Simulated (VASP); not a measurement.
Wanted: the native input for a VASP 6.6.1 run.

```
Task                   : single point
Functional             : PBE
Potentials or basis    : VASP PAW PBE potentials, release 64 (Hf_pv, O)
Cutoff                 : 520 eV
k mesh                 : 2 × 2 × 2
Occupations            : fermi-dirac, width 0.3 eV
Spin                   : no spin polarisation
Dipole correction      : no
Further INCAR settings : ALGO = Normal; EDIFF = 1e-07; NBANDS = 56
```

The structure of HfO2 lies in POSCAR:

```
HfO2
1.0
    5.3589320000      0.0000000000      0.0000000000
    0.0000000000      5.3589320000      0.0000000000
    0.0000000000      0.0000000000      5.3589320000
Hf O
4 8
Direct
    0.0472482204      0.0547683755      0.0318347014
    0.4477384673      0.5609326634     -0.0255647954
    0.5436717615     -0.1121865327      0.4481863177
   -0.0236054497      0.5286501116      0.5396970889
    0.1399905802      0.3819044541      0.2153414150
    0.7069692245      0.7084247384      0.7155903452
    0.6495137464      0.5462095806      0.3049674823
    0.3999490943      0.2479785151      0.7911464449
    0.8268998375      0.2217792650      0.7264320577
    0.2017566187      0.8469224838      0.3254939604
    0.1921838157      0.7036849880      0.8417722039
    0.7146759839     -0.0156374442      0.1443944428
```

One way to write it, as run:

INCAR

```
SYSTEM = HfO2
PREC     = Accurate       ! precision mode
ENCUT    = 520            ! plane-wave cutoff, eV
EDIFF    = 1E-7           ! SCF threshold, eV
ISMEAR   = -1             ! smearing method
SIGMA    = 0.3            ! smearing width, eV
LREAL    = .FALSE.        ! projectors in reciprocal space
LASPH    = .TRUE.         ! aspherical terms in the spheres
NELM     = 100            ! most SCF steps
ALGO     = Normal         ! electronic algorithm
ISIF     = 2              ! what is computed and relaxed
LWAVE    = .FALSE.        ! write WAVECAR
LCHARG   = .FALSE.        ! write CHGCAR
GGA      = PE             ! functional
NBANDS   = 56             ! bands
```

KPOINTS

```
regular mesh
0
G
  2 2 2
  0 0 0
```

Potentials or basis: VASP PAW PBE potentials, release 64 (Hf_pv, O).

The run is started by

```bash
$ cat potpaw_PBE.64/Hf_pv/POTCAR potpaw_PBE.64/O/POTCAR > POTCAR
$ mpirun -np 1 vasp_std > vasp.out
```

Results of the run:

| Quantity | Value |
| --- | --- |
| Pressure | 6.1 GPa |
| Largest force | 10.399 eV/Å |
| Band gap on the k mesh | 2.34 eV, indirect (least direct gap 2.66 eV) |

Caveat: the k points lie up to 0.59 Å⁻¹ apart; spin-orbit coupling is left out, which moves the levels of the heavy elements; forces of over 1 eV/Å act on the atoms, so gaps and moduli don't describe the material at rest.

Run time: 75 s on 1 thread of AMD EPYC 7R43 64-Core Processor (Zen 3), on a shared host, peak memory 0.22 GiB.
